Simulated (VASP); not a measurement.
Write the native input for VASP 6.6.1 that does the following.

```yaml
Task: relaxation of cell and atoms
Functional: PBE
Potentials_or_basis: VASP PAW PBE potentials, release 64 (B, W_sv)
Cutoff: 600 eV
k_mesh: 14 × 14 × 14
Occupations: gaussian, width 0.1 eV
Spin: no spin polarisation
Dipole_correction: no
Further_INCAR_settings: ALGO = Fast; EDIFF = 1e-06; IBRION = 2; EDIFFG = -0.01; NSW = 100; ISIF = 3
```

The structure of BW3 lies in POSCAR:

```
BW3
1.0
    0.0000000000      3.0482790570      3.0482790570
    3.0482790570      0.0000000000      3.0482790570
    3.0482790570      3.0482790570      0.0000000000
B W
1 3
Direct
    0.0000000000      0.0000000000      0.0000000000
    0.2500000000      0.2500000000      0.2500000000
    0.7500000000      0.7500000000      0.7500000000
    0.5000000000      0.5000000000      0.5000000000
```

The cell was generated, and may not be a known phase.

These files were run (other wordings do the same):

INCAR

```
  ALGO = Fast
  EDIFF = 1E-6
  EDIFFG = -0.01
  ENCUT = 600
  GGA = PE
  IBRION = 2
  ISIF = 3
  ISMEAR = 0
  LASPH = True
  LCHARG = False
  LREAL = False
  LWAVE = False
  NELM = 60
  NSW = 100
  PREC = Accurate
  SIGMA = 0.1
```

KPOINTS

```
k-points
0
Gamma
  14 14 14
```

Potentials or basis: VASP PAW PBE potentials, release 64 (B, W_sv).

The run is started by

```bash
$ cat potpaw_PBE.64/B/POTCAR potpaw_PBE.64/W_sv/POTCAR > POTCAR
$ mpirun -np 1 vasp_std > vasp.out
```

Results of the run:

The relaxed volume is 14.18 Å³/atom. The relaxed cell is a = 4.313 Å, b = 4.313 Å, c = 4.313 Å, α = 60.00°, β = 60.00°, γ = 60.00°, the space group after relaxing (to 0.1 Å) is Fm-3m (No. 225) and the energy gained by relaxing is 0.0 meV/atom. The ionic steps are 3 and the pressure after relaxing is 0.0 GPa. The band gap on the k mesh is zero (an odd number of electrons rules out a gap without spin polarisation).

Caveat: spin-orbit coupling is left out, which moves the levels of the heavy elements.

Run time: 6.5 min on 1 thread of AMD EPYC 7R13 Processor (Zen 3), on a shared host, peak memory 0.3 GiB.
